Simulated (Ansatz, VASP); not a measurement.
Given: the input of a run of Ansatz 0.2.0 on Al.

File input:

```
crystal:
  lattice:
    - [2.8124553515, 0.0, 0.0]
    - [-1.4062276757, 2.4356577814, 0.0]
    - [0.0, 0.0, 4.86685]
  atoms:
    - { symbol: Al, position: [0.3333333333, 0.6666666667, 0.25] }
    - { symbol: Al, position: [0.6666666667, 0.3333333333, 0.75] }
hamiltonian:
  xc: { exchange: pbesol, correlation: pbesol, exx: { coeff: 0.25 } }
  pseudopotentials: { kind: paw }
kpoints:
  mp_grid: { grid: [6, 6, 3] }
scf:
  occupations: { method: fermi_dirac, width: 0.05 }
output:
  forces: true
  stress: true
  eigenvalues: true
relax:
  f_tol: 0.01
  max_steps: 40
  cell: { stress_tol: 0.05 }
```

Question: Set up the same calculation for VASP 6.6.1. Potentials there: VASP PAW PBE potentials, release 64 (Al).

Answer: As run (the cutoff follows the program's own potentials):

The input POSCAR:

```
Al
1.0
    2.8124553515      0.0000000000      0.0000000000
   -1.4062276757      2.4356577814      0.0000000000
    0.0000000000      0.0000000000      4.8668500000
Al
2
Direct
    0.3333333333      0.6666666667      0.2500000000
    0.6666666667      0.3333333333      0.7500000000
```

INCAR.step1

```
SYSTEM = Al
PREC = Accurate
ENCUT = 600
EDIFF = 1E-5
ISMEAR = -1
SIGMA = 0.05
LREAL = .FALSE.
LASPH = .TRUE.
NELM = 100
ALGO = Normal
LWAVE = .TRUE.
LCHARG = .FALSE.
GGA = PE
NBANDS = 10
```

File INCAR.step2:

```
SYSTEM = Al
PREC = Accurate
ENCUT = 600
EDIFF = 1E-7
ISMEAR = -1
SIGMA = 0.05
LREAL = .FALSE.
LASPH = .TRUE.
NELM = 100
ALGO = Normal
ISIF = 3
LWAVE = .FALSE.
LCHARG = .FALSE.
GGA = PS
LHFCALC = .TRUE.
AEXX = 0.25
PRECFOCK = Normal
IBRION = 2
NSW = 60
EDIFFG = -0.01
ISTART = 1
```

File KPOINTS:

```
Automatic mesh
0
G
  6 6 3
  0 0 0
```

Potentials or basis: VASP PAW PBE potentials, release 64 (Al).

Command:

```console
$ cat potpaw_PBE.64/Al/POTCAR > POTCAR
$ cp INCAR.step1 INCAR
$ mpirun -np 1 vasp_std > vasp.out
$ cp INCAR.step2 INCAR
$ mpirun -np 1 vasp_std > vasp.out
```

Both were run:

|  | VASP | Ansatz | Ansatz less VASP |
| --- | --- | --- | --- |
| gap on the k mesh at the Fermi level, each at its own relaxed structure (eV) | none | none | - |
| relaxed volume (Å³/atom) | 16.49 | 16.41 | -0.077 |
| relaxed cell length with the largest relative difference (Å) | 4.676 | 4.518 | -0.1585 |

VASP's potentials were made for PBE, not for PBEsol-based global hybrid. A gap of «none» marks a metal or a gap that the smearing closes.

The k mesh is coarse, so the values compare programs but aren't converged. Noted on Ansatz's run: the plane-wave basis is chosen anew once the cell has moved, so the energies of steps on either side of that aren't comparable.
